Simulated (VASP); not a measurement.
Here is a VASP 6.6.1 calculation.

INCAR

```
  ALGO = Normal
  EDIFF = 1E-7
  ENCUT = 520
  GGA = CA
  ISIF = 2
  ISMEAR = 0
  LASPH = True
  LCHARG = False
  LREAL = False
  LWAVE = False
  NBANDS = 17
  NELM = 100
  PREC = Accurate
  SIGMA = 0.05
```

KPOINTS

```
k-points
0
Gamma
  8 8 8
```

Contents of POSCAR:

```
SnSe
1.0
    0.0000000000      2.9466477701      2.9466477701
    2.9466477701      0.0000000000      2.9466477701
    2.9466477701      2.9466477701      0.0000000000
Sn Se
1 1
Direct
   -0.0149981190      0.0000000000      0.0000000000
    0.5000000000      0.5000000000      0.5000000000
```

Potentials or basis: VASP PAW LDA potentials, release 64 (Sn_d, Se).

Launch:

```sh
$ cat potpaw_LDA.64/Sn_d/POTCAR potpaw_LDA.64/Se/POTCAR > POTCAR
$ mpirun -np 1 vasp_std > vasp.out
```

Question: Estimate the largest force.

Answer: 0.032 eV/Å.

Question: What does it give for the band gap on the k mesh?

Answer: 0.77 eV, indirect (least direct gap 0.90 eV).

Question: Predict the pressure.

Answer: 0.2 GPa.

Forces on the atoms (eV/Å):
```
Sn   0.000  0.022  0.022
Se   0.000 -0.022 -0.022
```

Caveat: the cell differs from its parent crystal (all Sn atoms moved +0.062 Å, as atom 1 towards its neighbour atom 1 (Sn) at 4.167 Å); spin-orbit coupling is left out, which moves the levels of the heavy elements. A k mesh can miss the band edges.
